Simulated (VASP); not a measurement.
Set up this calculation in VASP 6.6.1, as the native input.

| Item | Value |
| --- | --- |
| Task | single point |
| Functional | PBE |
| Potentials or basis | VASP PAW PBE potentials, release 64 (In_d, Se) |
| Cutoff | 520 eV |
| k mesh | 4 × 4 × 4 |
| Occupations | gaussian, width 0.01 eV |
| Spin | no spin polarisation |
| Dipole correction | no |
| Further INCAR settings | ALGO = Normal; EDIFF = 1e-06; NBANDS = 27 |

The structure of InSe lies in POSCAR:

```
InSe
1.0
    5.8791337507     -2.0549058466      0.0681432510
    5.8791337507      2.0549058466      0.0681432510
   -1.6833202670      0.0000000000      4.3858737115
In Se
2 2
Direct
    0.1131988104      0.1131988104      0.9651314868
    0.8868011896      0.8868011896      0.0348685132
    0.3425801077      0.3425801077      0.3509444884
    0.6574198923      0.6574198923      0.6490555116
```

One way to write it, as run:

INCAR

```
PREC = Accurate
ENCUT = 520
EDIFF = 1E-6
ISMEAR = 0
SIGMA = 0.01
LREAL = False
LASPH = True
NELM = 100
ALGO = Normal
ISIF = 2
LWAVE = False
LCHARG = False
GGA = PE
NBANDS = 27
```

KPOINTS

```
regular mesh
0
Gamma
  4 4 4
```

Potentials or basis: VASP PAW PBE potentials, release 64 (In_d, Se).

Command:

```console
$ cat potpaw_PBE.64/In_d/POTCAR potpaw_PBE.64/Se/POTCAR > POTCAR
$ mpirun -np 1 vasp_std > vasp.out
```

It gave:

```yaml
Pressure: 2.6 GPa
Largest_force: 0.258 eV/Å
Band_gap_on_the_k_mesh: 1.21 eV (least direct gap 1.25 eV)
```

Caveat: spin-orbit coupling is left out, which moves the levels of the heavy elements.

It took 100 s on 1 thread of Intel(R) Xeon(R) Platinum 8259CL CPU @ 2.50GHz (Skylake/Cascade Lake), with other jobs on the host, peak memory 0.29 GiB.
